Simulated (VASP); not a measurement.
# Cu (I4/mmm) in VASP: single point with LDA

Aim: the single point of Cu with LDA.

All numbers are computed with VASP 6.6.1; they aren't measurements. Logs are shortened: lines on timing, memory, paths and dates and some standing lists are left out, and cuts for length are marked.

## 1. The cell of the first run

The structure is tetragonal, space group I4/mmm (No. 139). The conventional cell has a = 3.733 Å, b = 3.733 Å, c = 11.934 Å, α = 90.00°, β = 90.00°, γ = 90.00°. Within 4.9 Å of Cu (site symmetry 4/mmm) lie 4 Cu at 3.73 Å.

## 2. Single point, LDA

File INCAR:

```
SYSTEM = Cu
PREC = Accurate
ENCUT = 520
EDIFF = 1E-6
ISMEAR = -1
SIGMA = 0.1
LREAL = .FALSE.
LASPH = .TRUE.
NELM = 60
ALGO = Normal
ISIF = 2
LWAVE = .FALSE.
LCHARG = .FALSE.
GGA = CA
NBANDS = 12
```

File KPOINTS:

```
Automatic mesh
0
G
  11 11 11
  0 0 0
```

File POSCAR:

```
Cu
1.0
   -1.8663990000      1.8663990000      5.9669310000
    1.8663990000     -1.8663990000      5.9669310000
    1.8663990000      1.8663990000     -5.9669310000
Cu
1
Direct
    0.0000000000      0.0000000000      0.0000000000
```

Potentials or basis: VASP PAW LDA potentials, release 64 (Cu).

Launch:

```console
$ cat potpaw_LDA.64/Cu/POTCAR > POTCAR
$ mpirun -np 1 vasp_std > vasp.out
```

OUTCAR:

```text
SYSTEM = Cu
   PREC = Accurate
   ENCUT = 520
   EDIFF = 1E-6
   ISMEAR = -1
   LREAL = .FALSE.
   LASPH = .TRUE.
   NELM = 60
   ISIF = 2
   GGA = CA

 ion  position               nearest neighbor table
   1  0.000  0.000  0.000-

  LATTYP: Found a body centered tetragonal cell.
 ALAT       =     3.7327980000
 C/A-ratio  =     3.1970286096

  Lattice vectors:

 A1 = (  -1.8663990000,   1.8663990000,   5.9669310000)
 A2 = (   1.8663990000,  -1.8663990000,   5.9669310000)
 A3 = (   1.8663990000,   1.8663990000,  -5.9669310000)

Analysis of symmetry for initial positions (statically):
=====================================================================
 Subroutine PRICEL returns:
 Original cell was already a primitive cell.

 Routine SETGRP: Setting up the symmetry group for a
 body centered tetragonal supercell.

 Subroutine GETGRP returns: Found 16 space group operations
 (whereof 16 operations were pure point group operations)
 out of a pool of 16 trial point group operations.

The static configuration has the point symmetry D_4h.

Analysis of symmetry for dynamics (positions and initial velocities):
=====================================================================
 Subroutine PRICEL returns:
 Original cell was already a primitive cell.

 Routine SETGRP: Setting up the symmetry group for a
 body centered tetragonal supercell.

 Subroutine GETGRP returns: Found 16 space group operations
 (whereof 16 operations were pure point group operations)
 out of a pool of 16 trial point group operations.

The dynamic configuration has the point symmetry D_4h.

 Subroutine INISYM returns: Found 16 space group operations
 (whereof 16 operations are pure point group operations),
 and found     1 'primitive' translations

----------------------------------------------------------------------------------------

                                     Primitive cell

  volume of cell :      83.1419

  direct lattice vectors                    reciprocal lattice vectors
    -1.866399000  1.866399000  5.966931000     0.000000000  0.267895557  0.083795170
     1.866399000 -1.866399000  5.966931000     0.267895557  0.000000000  0.083795170
     1.866399000  1.866399000 -5.966931000     0.267895557  0.267895557  0.000000000

  length of vectors
     6.524657540  6.524657540  6.524657540     0.280694959  0.280694959  0.378861530

  position of ions in fractional coordinates (direct lattice)
     0.000000000  0.000000000  0.000000000

[... 82 lines left out ...]
   ISYM   =      2    0-nonsym 1-usesym 2-fastsym
   POTIM  = 0.5000    time-step for ionic-motion
   TEBEG  =    0.0;   TEEND  =   0.0 temperature during run
   PSTRESS=    0.0 pullay stress
   NELECT =      11.0000    total number of electrons
   NUPDOWN=      -1.0000    fix difference up-down
   EMIN   =  10.00;   EMAX   =-10.00  energy-range for DOS
   EFERMI =   0.00;   METHOD = LEGACY
   ISMEAR =    -1;   SIGMA  =   0.10  broadening in eV -4-tet -1-fermi 0-gaus
   EFERMI_NEDOS =   21; number of points for ismear=-14 and -15
   IALGO  =     38    algorithm
   IMIX   =      4    mixing-type and parameters
     AMIX     =   0.40;   BMIX     =  1.00
     AMIX_MAG =   1.60;   BMIX_MAG =  1.00
  volume/ion in A,a.u.               =      83.14       561.07
  Fermi-wavevector in a.u.,A,eV,Ry     =   0.834191  1.576393  9.467959  0.695875
  Thomas-Fermi vector in A             =   1.947542
   LORBIT       =      0    0 simple, 1 ext, 2 COOP (PROOUT), +10 PAW based schemes
   GGA     = CA    functional components
   LHFCALC =     F    Hartree Fock is set to
   AEXX    =    0.0000 exact exchange contribution
   IVDW    =     0    specifies the selected vdW correction
   LEPSILON=     F    determine dielectric tensor
   LRPA    =     F    only Hartree local field effects (RPA)
 non-spin polarized calculation
  energy-cutoff  :      520.00
  volume of cell :       83.14
 maximum number of plane-waves:      2256
 NGX is ok and might be reduce to    50
   NGX = 25   NGY = 25   NGZ = 25

 number of electron      10.9999995 magnetization

 Free energy of the ion-electron system (eV)
  ---------------------------------------------------
  ext. energy  EPLUGINS =         0.00000000
  ---------------------------------------------------
  free energy    TOTEN  =        -1.01910074 eV

  energy without entropy =       -0.98962595  energy(sigma->0) =       -1.00436334

 E-fermi :  -3.2486     XC(G=0):  -4.7911

 val. band max:       -3.2937629185   @ k =  -0.4545  -0.4545   0.1818
 cond. band min:      -3.2426809598   @ k =  -0.2727   0.2727   0.0909
 fundamental gap:      0.0510819587
 Fermi energy:        -3.2485982190

 k-point     1 :       0.0000    0.0000    0.0000
  band No.  band energies     occupation
      1      -4.9844      2.00000
      2      -4.2657      1.99992
      3      -4.0263      1.99916
      4      -3.9650      1.99845
      5      -3.9650      1.99845
      6      -3.9614      1.99840
      7       0.4351      0.00000
      8       2.0726      0.00000
      9       5.4768      0.00000
     10       5.4768      0.00000
     11       7.9640      0.00000
     12       8.2134      0.00000
[... 331 lines left out ...]
 k-point    24 :      -0.1818    0.1818    0.0000
  band No.  band energies     occupation
      1      -4.3403      1.99996
      2      -4.1826      1.99982
      3      -4.0163      1.99907
      4      -4.0061      1.99897
      5      -3.9944      1.99885
      6      -3.9627      1.99842
      7       1.1313      0.00000
      8       2.6252      0.00000
      9       3.2557      0.00000
     10       3.4598      0.00000
     11       6.8627      0.00000
     12       7.2547      0.00000

 [... further k-points ...]

------------------------ aborting loop because EDIFF is reached ----------------------------------------

  FORCE on cell =-STRESS in cart. coord.  units (eV):
  Direction    XX          YY          ZZ          XY          YZ          ZX
  --------------------------------------------------------------------------------------
  -------------------------------------------------------------------------------------
  Total       -1.9928936     -1.9928936     -0.0658463      0.0000000      0.0000000      0.0000000
  in kB      -38.4038448    -38.4038448     -1.2688844      0.0000000      0.0000000      0.0000000
  external PRESSURE =     -26.0255247 kB  Pullay stress =       0.0000000 kB

 VOLUME and BASIS-vectors are now :
 -----------------------------------------------------------------------------
  energy-cutoff  :      520.00
  volume of cell :       83.14
      direct lattice vectors                 reciprocal lattice vectors
    -1.866399000  1.866399000  5.966931000     0.000000000  0.267895557  0.083795170
     1.866399000 -1.866399000  5.966931000     0.267895557  0.000000000  0.083795170
     1.866399000  1.866399000 -5.966931000     0.267895557  0.267895557  0.000000000

 POSITION                                       TOTAL-FORCE (eV/Angst)
 -----------------------------------------------------------------------------------
      0.00000      0.00000      0.00000         0.000000      0.000000      0.000000
 -----------------------------------------------------------------------------------
    total drift:                                0.000000      0.000000     -0.000000

  FREE ENERGIE OF THE ION-ELECTRON SYSTEM (eV)
  ---------------------------------------------------
  free  energy   TOTEN  =        -1.0191007361 eV

  energy  without entropy=       -0.9896259507  energy(sigma->0) =       -1.00436334
```

OSZICAR:

```text
N       E                     dE             d eps       ncg     rms          rms(c)
DAV:   1     0.502656031925E+02    0.50266E+02   -0.38011E+03  3024   0.736E+02
DAV:   2     0.249599748399E+00   -0.50016E+02   -0.47163E+02  3036   0.143E+02
DAV:   3    -0.105299927714E+01   -0.13026E+01   -0.12866E+01  3864   0.306E+01
DAV:   4    -0.107191555810E+01   -0.18916E-01   -0.18913E-01  3316   0.428E+00
DAV:   5    -0.107244674392E+01   -0.53119E-03   -0.53118E-03  3844   0.714E-01    0.195E+00
DAV:   6    -0.110501377284E+01   -0.32567E-01   -0.18058E+00  3712   0.211E+01    0.213E+00
DAV:   7    -0.102053612564E+01    0.84478E-01   -0.38695E-01  3656   0.110E+01    0.428E-01
DAV:   8    -0.102186587354E+01   -0.13297E-02   -0.56264E-02  3740   0.419E+00    0.412E-01
DAV:   9    -0.101946455094E+01    0.24013E-02   -0.34882E-02  3664   0.288E+00    0.146E-01
DAV:  10    -0.101912615630E+01    0.33839E-03   -0.13915E-03  3740   0.586E-01    0.411E-02
DAV:  11    -0.101910404469E+01    0.22112E-04   -0.83935E-05  4164   0.132E-01    0.145E-02
DAV:  12    -0.101910072653E+01    0.33182E-05   -0.39186E-05  3800   0.944E-02    0.381E-03
DAV:  13    -0.101910073614E+01   -0.96131E-08   -0.10714E-06  3064   0.166E-02
   1 F= -.10191007E+01 E0= -.10043633E+01  d E =-.294748E-01
```

stdout:

```text
POSCAR found type information on POSCAR Cu
 POSCAR found :  1 types and       1 ions
 scaLAPACK will be used
 LDA part: xc-table for (Slater(with rela. corr.)+CA(PZ))
 , standard interpolation
 POSCAR, INCAR and KPOINTS ok, starting setup
 FFT: planning ... GRIDC
 FFT: planning ... GRID_SOFT
 FFT: planning ... GRID
 WAVECAR not read
 entering main loop
```

It took 6.8 min on 1 thread of AMD EPYC 7R13, shared host; peak memory 0.29 GiB.

What came out:

| Item | Value |
| --- | --- |
| Free energy | -1.0191 eV |
| Pressure | -2.6 GPa |
| Band gap on the k mesh | zero (an odd number of electrons rules out a gap without spin polarisation) |

Stress tensor (GPa, compression positive):
```
-3.84  0.00  0.00
 0.00 -3.84  0.00
 0.00  0.00 -0.13
```

The gap in the log of VASP goes by the Fermi energy; the results here count the filled bands.